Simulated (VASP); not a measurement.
Crystal: Sn.

```
Sn
1.0
     3.66918    0.00000    0.00000
     0.00000    3.66918    0.00000
     0.00000    0.00000    8.31682
Sn
2
Direct
  0.00000 0.50000 0.43664
  0.50000 0.00000 0.56336
```

* Program: VASP 6.6.1
* Task: relaxation of cell and atoms
* Functional: PBE
* Potentials or basis: VASP PAW PBE potentials, release 64 (Sn_d)
* Cutoff: 600 eV
* k mesh: 6 × 6 × 2
* Occupations: gaussian, width 0.1 eV
* Spin: no spin polarisation

At the start: pressure 6.1 GPa; volume 55.98 Å³/atom.

Q: Where does the relaxation end?

A: Over 9 steps the energy falls by 241.6 meV/atom and the volume is 64.73 Å³/atom (+15.6 %); space group P4/nmm (No. 129, to 0.05 Å).

The path:
| step | energy change (eV) | largest force (eV/Å) | pressure (GPa) | volume (Å³) |
| --- | --- | --- | --- | --- |
| 1 | 0.0000 | 1.0773 | 6.07 | 111.97 |
| 2 | -0.2818 | 0.5676 | -1.94 | 149.47 |
| 3 | -0.4415 | 0.1969 | 0.00 | 132.52 |
| 4 | -0.4414 | 0.2155 | -0.13 | 132.96 |
| 5 | -0.4472 | 0.2669 | -0.13 | 132.87 |
| 6 | -0.4666 | 0.2644 | -0.26 | 132.57 |
| 7 | -0.4799 | 0.0625 | -0.35 | 131.78 |
| 8 | -0.4826 | 0.0778 | 0.14 | 128.47 |
| 9 | -0.4833 | 0.0290 | -0.05 | 129.46 |

Final structure:
```cif
data_structure
_symmetry_space_group_name_H-M 'P 1'
_symmetry_Int_Tables_number 1
_cell_length_a 4.0489
_cell_length_b 4.0489
_cell_length_c 7.8970
_cell_angle_alpha 90.000
_cell_angle_beta 90.000
_cell_angle_gamma 90.000
_cell_volume 129.46
loop_
_atom_site_label
_atom_site_type_symbol
_atom_site_fract_x
_atom_site_fract_y
_atom_site_fract_z
_atom_site_occupancy
Sn1 Sn 0.00000 0.50000 0.44430 1
Sn2 Sn 0.50000 0.00000 0.55570 1
```

Caveat: the k points lie up to 0.40 Å⁻¹ apart in the final cell; the volume moved by over 15 % at a fixed basis, so the end points are rough.
